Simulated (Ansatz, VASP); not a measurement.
# Rh in VASP and in Ansatz

INCAR

```
PREC = Accurate
ENCUT = 520
EDIFF = 1E-7
ISMEAR = -1
SIGMA = 0.1
LREAL = False
LASPH = True
NELM = 100
ALGO = Normal
ISIF = 2
LWAVE = False
LCHARG = False
GGA = PE
NBANDS = 22
```

Contents of KPOINTS:

```
regular mesh
0
Gamma
  10 10 5
```

The input POSCAR:

```
Rh
1.0
    2.6561196600      0.0000000000      0.0000000000
   -1.3280603163      2.3002669151      0.0000000000
    0.0000000000      0.0000000000      4.3070989184
Rh
2
Direct
    0.6666666667      0.3333333333      0.7500000000
    0.3333333333      0.6666666667      0.2500000000
```

Input for Ansatz:

```yaml
crystal:
  lattice:
    - [2.656119660038345, 0.0, 0.0]
    - [-1.3280603163135858, 2.300266915123738, 0.0]
    - [0.0, 0.0, 4.307098918433115]
  atoms:
    - { symbol: Rh, position: [0.6666666666666666, 0.3333333333333333, 0.75] }
    - { symbol: Rh, position: [0.3333333333333333, 0.6666666666666666, 0.25] }
basis:
  ecutwfc: 510.0
kpoints:
  mp_grid:
    grid: [10, 10, 5]
hamiltonian:
  xc: pbe
scf:
  occupations:
    method: fermi_dirac
    width: 0.1
output:
  stress: true
```

Alike in both runs: task single point; functional PBE; k mesh 10 × 10 × 5; occupations fermi-dirac, width 0.1 eV; no spin polarisation.

|  | VASP | Ansatz |
| --- | --- | --- |
| version | VASP 6.6.1 | Ansatz 0.2.0 |
| potentials or method | VASP PAW PBE potentials, release 64 (Rh_pv), cutoff 520 eV | plane waves, PAW |
| valence electrons in the cell | 30 | 34 |

|  | VASP | Ansatz | Ansatz less VASP |
| --- | --- | --- | --- |
| pressure (GPa) | 21.7 | 21.5 | -0.12 |
| traceless stress, the component that is largest in VASP (GPa) | 0.22 | 0.21 | -0.003 |

The functional is the same, so the differences come from potentials, cutoffs and numerics. VASP's potentials hold 30 valence electrons a cell and Ansatz's 34, so a difference there can come from the potentials and not from the codes.
